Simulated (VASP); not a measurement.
# TeOs (F-43m) in VASP: notebook

The runs below take TeOs through single point, with PBE, r2SCAN.

Everything below comes from runs of VASP 6.6.1. Logs are shortened: lines on timing, memory, paths and dates and some standing lists are left out, and cuts for length are marked.

### Step 1. The cell of the first run

Symmetry: F-43m, No. 216, cubic system. The conventional cell has a = 5.907 Å, b = 5.907 Å, c = 5.907 Å, α = 90.00°, β = 90.00°, γ = 90.00°. Os (site symmetry -43m) has 4 Te at 2.56 Å within 3.4 Å. Te (site symmetry -43m) has 4 Os at 2.56 Å within 3.4 Å.

### Step 2. Single point, PBE, collinear spin (25.76 Å³/atom)

INCAR reads:

```
PREC     = Accurate       # precision mode
ENCUT    = 520            # plane-wave cutoff, eV
EDIFF    = 1E-6           # SCF threshold, eV
ISMEAR   = 0              # smearing method
SIGMA    = 0.05           # smearing width, eV
LREAL    = F              # projectors in reciprocal space
LASPH    = T              # aspherical terms in the spheres
NELM     = 150            # most SCF steps
ALGO     = Normal         # electronic algorithm
ISIF     = 2              # what is computed and relaxed
LWAVE    = F              # write WAVECAR
LCHARG   = F              # write CHGCAR
ISPIN    = 2              # spin polarisation
MAGMOM   = 0.13 0         # initial moments
LORBIT   = 11             # projections on sites
LMAXMIX  = 4              # l up to which the mixer works
GGA      = PE             # functional
NBANDS   = 18             # bands
```

KPOINTS reads:

```
regular mesh
0
Gamma
  6 6 6
```

POSCAR reads:

```
TeOs
1.0
    0.0000000000      2.9533123992      2.9533123992
    2.9533123992      0.0000000000      2.9533123992
    2.9533123992      2.9533123992      0.0000000000
Os Te
1 1
Direct
    0.0000000000      0.0000000000      0.0000000000
    0.2500000000      0.2500000000      0.2500000000
```

Potentials or basis: VASP PAW PBE potentials, release 64 (Os, Te).

The run is started by

```sh
> cat potpaw_PBE.64/Os/POTCAR potpaw_PBE.64/Te/POTCAR > POTCAR
> mpirun -np 1 vasp_std > vasp.out
```

OUTCAR:

```text
PREC = Accurate
   ENCUT = 520
   EDIFF = 1E-6
   ISMEAR = 0
   LREAL = F
   LASPH = T
   NELM = 150
   ISIF = 2
   ISPIN = 2
   LORBIT = 11
   GGA = PE

 ion  position               nearest neighbor table
   1  0.000  0.000  0.000-   2 2.56   2 2.56   2 2.56   2 2.56
   2  0.250  0.250  0.250-   1 2.56   1 2.56   1 2.56   1 2.56

  LATTYP: Found a face centered cubic cell.
 ALAT       =     5.9066247984

  Lattice vectors:

 A1 = (   0.0000000000,   2.9533123992,   2.9533123992)
 A2 = (   2.9533123992,   0.0000000000,   2.9533123992)
 A3 = (   2.9533123992,   2.9533123992,   0.0000000000)

Analysis of symmetry for initial positions (statically):
=====================================================================
 Subroutine PRICEL returns:
 Original cell was already a primitive cell.

 Routine SETGRP: Setting up the symmetry group for a
 face centered cubic supercell.

 Subroutine GETGRP returns: Found 24 space group operations
 (whereof 24 operations were pure point group operations)
 out of a pool of 48 trial point group operations.

The static configuration has the point symmetry T_d .

Analysis of symmetry for dynamics (positions and initial velocities):
=====================================================================
 Subroutine PRICEL returns:
 Original cell was already a primitive cell.

 Routine SETGRP: Setting up the symmetry group for a
 face centered cubic supercell.

 Subroutine GETGRP returns: Found 24 space group operations
 (whereof 24 operations were pure point group operations)
 out of a pool of 48 trial point group operations.

The dynamic configuration has the point symmetry T_d .

Analysis of structural, dynamic, and magnetic symmetry:
=====================================================================
 Subroutine PRICEL returns:
 Original cell was already a primitive cell.

 Routine SETGRP: Setting up the symmetry group for a
 face centered cubic supercell.

 Subroutine GETGRP returns: Found 24 space group operations
 (whereof 24 operations were pure point group operations)
 out of a pool of 48 trial point group operations.

The overall configuration has the point symmetry T_d .

 Subroutine INISYM returns: Found 24 space group operations
 (whereof 24 operations are pure point group operations),
 and found     1 'primitive' translations

----------------------------------------------------------------------------------------

                                     Primitive cell

  volume of cell :      51.5179

  direct lattice vectors                    reciprocal lattice vectors
     0.000000000  2.953312399  2.953312399    -0.169301426  0.169301426  0.169301426
     2.953312399  0.000000000  2.953312399     0.169301426 -0.169301426  0.169301426
     2.953312399  2.953312399  0.000000000     0.169301426  0.169301426 -0.169301426

  length of vectors
     4.176614449  4.176614449  4.176614449     0.293238671  0.293238671  0.293238671

  position of ions in fractional coordinates (direct lattice)
     0.000000000  0.000000000  0.000000000
     0.250000000  0.250000000  0.250000000

  ion indices of the primitive-cell ions
   primitive index   ion index
                 1           1
                 2           2

----------------------------------------------------------------------------------------

 KPOINTS: regular mesh

Automatic generation of k-mesh.
 Grid dimensions read from file:
 generate k-points for:    6    6    6

 Generating k-lattice:

  Cartesian coordinates                     Fractional coordinates (reciprocal lattice)
    -0.028216904  0.028216904  0.028216904     0.166666667  0.000000000  0.000000000
     0.028216904 -0.028216904  0.028216904     0.000000000  0.166666667  0.000000000
     0.028216904  0.028216904 -0.028216904     0.000000000  0.000000000  0.166666667

  Length of vectors
     0.048873112  0.048873112  0.048873112

  Shift w.r.t. Gamma in fractional coordinates (k-lattice)
     0.000000000  0.000000000  0.000000000

 Subroutine IBZKPT returns following result:
 ===========================================

 Found     16 irreducible k-points:

 Following reciprocal coordinates:
            Coordinates               Weight
  0.000000  0.000000  0.000000      1.000000
  0.166667  0.000000  0.000000      8.000000
  0.333333  0.000000  0.000000      8.000000
  0.500000  0.000000  0.000000      4.000000
  0.166667  0.166667  0.000000      6.000000
  0.333333  0.166667  0.000000     24.000000
[... 8 lines left out ...]
 -0.333333  0.333333  0.166667     24.000000
 -0.333333  0.500000  0.166667     12.000000
   k-points           NKPTS =     16   k-points in BZ     NKDIM =     16   number of bands    NBANDS=     18
   number of dos      NEDOS =    301   number of ions     NIONS =      2
   total plane-waves  NPLWV =  32768
   dimension x,y,z NGX =    32 NGY =   32 NGZ =   32
   dimension x,y,z NGXF=    64 NGYF=   64 NGZF=   64
   ions per type =               1   1
   NGX,Y,Z   is equivalent  to a cutoff of  12.74, 12.74, 12.74 a.u.
   NGXF,Y,Z  is equivalent  to a cutoff of  25.47, 25.47, 25.47 a.u.
 SYSTEM =  unknown system
   PREC   = accura    normal or accurate (medium, high low for compatibility)
   ISTART =      0    job   : 0-new  1-cont  2-samecut
   ICHARG =      2    charge: 1-file 2-atom 10-const
   ISPIN  =      2    spin polarized calculation?
   LNONCOLLINEAR =      F non collinear calculations
   LSORBIT =      F    spin-orbit coupling
   LASPH  =      T    aspherical Exc in radial PAW
   ENCUT  =  520.0 eV  38.22 Ry    6.18 a.u.   7.77  7.77  7.77*2*pi/ulx,y,z
   NELM   =    150;   NELMIN=  2; NELMDL= -5     # of ELM steps
   EDIFF  = 0.1E-05   stopping-criterion for ELM
   LREAL  =      F    real-space projection
   EDIFFG = 0.1E-04   stopping-criterion for IOM
   NSW    =      0    number of steps for IOM
   IBRION =     -1    ionic relax: 0-MD 1-quasi-New 2-CG
   NFREE  =      0    steps in history (QN), initial steepest desc. (CG)
   ISIF   =      2    stress and relaxation
   ISYM   =      2    0-nonsym 1-usesym 2-fastsym
   POTIM  = 0.5000    time-step for ionic-motion
   TEBEG  =    0.0;   TEEND  =   0.0 temperature during run
   PSTRESS=    0.0 pullay stress
   NELECT =      14.0000    total number of electrons
   NUPDOWN=      -1.0000    fix difference up-down
   EMIN   =  10.00;   EMAX   =-10.00  energy-range for DOS
   EFERMI =   0.00;   METHOD = LEGACY
   ISMEAR =     0;   SIGMA  =   0.05  broadening in eV -4-tet -1-fermi 0-gaus
   EFERMI_NEDOS =   21; number of points for ismear=-14 and -15
   IALGO  =     38    algorithm
   IMIX   =      4    mixing-type and parameters
     AMIX     =   0.40;   BMIX     =  1.00
     AMIX_MAG =   1.60;   BMIX_MAG =  1.00
  volume/ion in A,a.u.               =      25.76       173.83
  Fermi-wavevector in a.u.,A,eV,Ry     =   1.060388  2.003843 15.298699  1.124423
  Thomas-Fermi vector in A             =   2.195767
   LORBIT       =     11    0 simple, 1 ext, 2 COOP (PROOUT), +10 PAW based schemes
   GGA     = PE    functional components
   LHFCALC =     F    Hartree Fock is set to
   AEXX    =    0.0000 exact exchange contribution
   IVDW    =     0    specifies the selected vdW correction
   LEPSILON=     F    determine dielectric tensor
   LRPA    =     F    only Hartree local field effects (RPA)
 spin polarized calculation
 Gauss-broadening in eV      SIGMA  =   0.05
  energy-cutoff  :      520.00
  volume of cell :       51.52
 maximum number of plane-waves:      1411
   NGX = 15   NGY = 15   NGZ = 15

 number of electron      14.0000000 magnetization       0.1572092

 Free energy of the ion-electron system (eV)
  ---------------------------------------------------
  ext. energy  EPLUGINS =         0.00000000
  ---------------------------------------------------
  free energy    TOTEN  =       -12.69119147 eV

  energy without entropy =      -12.68734435  energy(sigma->0) =      -12.68926791

 E-fermi :   6.1928     XC(G=0): -10.1720

 val. band max:        6.1806535710   @ k =   0.3333   0.1667   0.0000
 cond. band min:       6.2074540319   @ k =  -0.3333   0.3333   0.1667
 fundamental gap:      0.0268004609
 Fermi energy:         6.1928386765

 spin component 1

 k-point     1 :       0.0000    0.0000    0.0000
  band No.  band energies     occupation
      1      -7.2303      1.00000
      2       1.4313      1.00000
      3       1.4313      1.00000
      4       1.4313      1.00000
      5       4.5426      1.00000
      6       4.5426      1.00000
[... 10 lines left out ...]
     17      17.3317      0.00000
     18      18.7777      0.00000
[... 295 lines left out ...]
 k-point    16 :      -0.3333    0.5000    0.1667
  band No.  band energies     occupation
      1      -5.8886      1.00000
      2       0.2568      1.00000
      3       1.5436      1.00000
      4       2.4806      1.00000
      5       3.9668      1.00000
      6       4.4290      1.00000
[... 10 lines left out ...]
     17      19.9046      0.00000
     18      20.7669      0.00000
 Fermi energy:         6.1928386765

 spin component 2

 k-point     1 :       0.0000    0.0000    0.0000
  band No.  band energies     occupation
      1      -7.2147      1.00000
      2       1.4840      1.00000
      3       1.4840      1.00000
      4       1.4840      1.00000
      5       4.5966      1.00000
      6       4.5966      1.00000
[... 10 lines left out ...]
     17      17.3710      0.00000
     18      18.7961      0.00000
[... 295 lines left out ...]
 k-point    16 :      -0.3333    0.5000    0.1667
  band No.  band energies     occupation
      1      -5.8773      1.00000
      2       0.2879      1.00000
      3       1.5730      1.00000
      4       2.5125      1.00000
      5       4.0454      1.00000
      6       4.5070      1.00000
[... 10 lines left out ...]
     17      19.9272      0.00000
     18      20.7962      0.00000

------------------------ aborting loop because EDIFF is reached ----------------------------------------

  FORCE on cell =-STRESS in cart. coord.  units (eV):
  Direction    XX          YY          ZZ          XY          YZ          ZX
  --------------------------------------------------------------------------------------
  -------------------------------------------------------------------------------------
  Total        0.0227413      0.0227413      0.0227413      0.0000000     -0.0000000      0.0000000
  in kB        0.7072412      0.7072412      0.7072412      0.0000000     -0.0000000      0.0000000
  external PRESSURE =       0.7072412 kB  Pullay stress =       0.0000000 kB

 VOLUME and BASIS-vectors are now :
 -----------------------------------------------------------------------------
  energy-cutoff  :      520.00
  volume of cell :       51.52
      direct lattice vectors                 reciprocal lattice vectors
     0.000000000  2.953312399  2.953312399    -0.169301426  0.169301426  0.169301426
     2.953312399  0.000000000  2.953312399     0.169301426 -0.169301426  0.169301426
     2.953312399  2.953312399  0.000000000     0.169301426  0.169301426 -0.169301426

 POSITION                                       TOTAL-FORCE (eV/Angst)
 -----------------------------------------------------------------------------------
      0.00000      0.00000      0.00000        -0.000000      0.000000      0.000000
      1.47666      1.47666      1.47666         0.000000     -0.000000     -0.000000
 -----------------------------------------------------------------------------------
    total drift:                                0.000000      0.000000      0.000000

  FREE ENERGIE OF THE ION-ELECTRON SYSTEM (eV)
  ---------------------------------------------------
  free  energy   TOTEN  =       -12.6911914727 eV

  energy  without entropy=      -12.6873443475  energy(sigma->0) =      -12.68926791

 total charge

# of ion       s       p       d       tot
------------------------------------------
    1        0.594   0.394   6.247   7.234
    2        1.329   1.947   0.166   3.442
--------------------------------------------------
tot          1.923   2.341   6.413  10.677

 magnetization (x)

# of ion       s       p       d       tot
------------------------------------------
    1        0.011   0.008   0.110   0.129
    2        0.003  -0.001   0.002   0.004
--------------------------------------------------
tot          0.014   0.007   0.113   0.133
```

Wall time 14 s (1 thread of AMD EPYC 9R45 (Zen 5), shared host); peak memory 0.18 GiB.

What came out:

- Free energy: -12.6912 eV
- Pressure: 0.1 GPa
- Net moment: 0.16 μB per cell
- Site moments: Os +0.13; Te +0.00 μB
- Valence electrons inside the program's atomic spheres: Os 7.23; Te 3.44

Caveat: a moment this small can come from the mesh or the smearing; spin-orbit coupling is left out, which moves the levels of the heavy elements.

[end of part 1 of 2]
